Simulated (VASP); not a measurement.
Input of a VASP 6.6.1 run:

File INCAR:

```
ALGO = Normal
EDIFF = 1E-6
ENCUT = 500
GGA = PE
GGA_COMPAT = F
ISIF = 2
ISMEAR = 0
LASPH = T
LCHARG = F
LMAXMIX = 4
LNONCOLLINEAR = T
LORBIT = 11
LREAL = F
LWAVE = F
MAGMOM = 0 0 1 0 0 -1
NBANDS = 38
NELM = 200
PREC = Accurate
SIGMA = 0.1
```

Contents of KPOINTS:

```
k-points
0
Gamma
  4 4 4
```

POSCAR

```
Mn
1.0
    2.8000000000      0.0000000000      0.0000000000
    0.0000000000      2.8000000000      0.0000000000
    0.0000000000      0.0000000000      2.8000000000
Mn
2
Direct
    0.0000000000      0.0000000000      0.0000000000
    0.5000000000      0.5000000000      0.5000000000
```

Potentials or basis: VASP PAW PBE potentials, release 64 (Mn_pv).

Run with:

```console
$ cat potpaw_PBE.64/Mn_pv/POTCAR > POTCAR
$ mpirun -np 1 vasp_ncl > vasp.out
```

Q: What does it give for the net moment?

A: 0.00 μB per cell.

Q: Predict the band gap on the k mesh.

A: Zero (band 26 reaches 11.30 eV, above the bottom of band 27 at 9.56 eV).

Q: Estimate the pressure.

A: -5.2 GPa.

Moments on the atoms (μB; x, y, z):
```
Mn   0.00  0.00  0.01
Mn   0.00  0.00 -0.01
```

Caveat: the k points lie up to 0.56 Å⁻¹ apart.
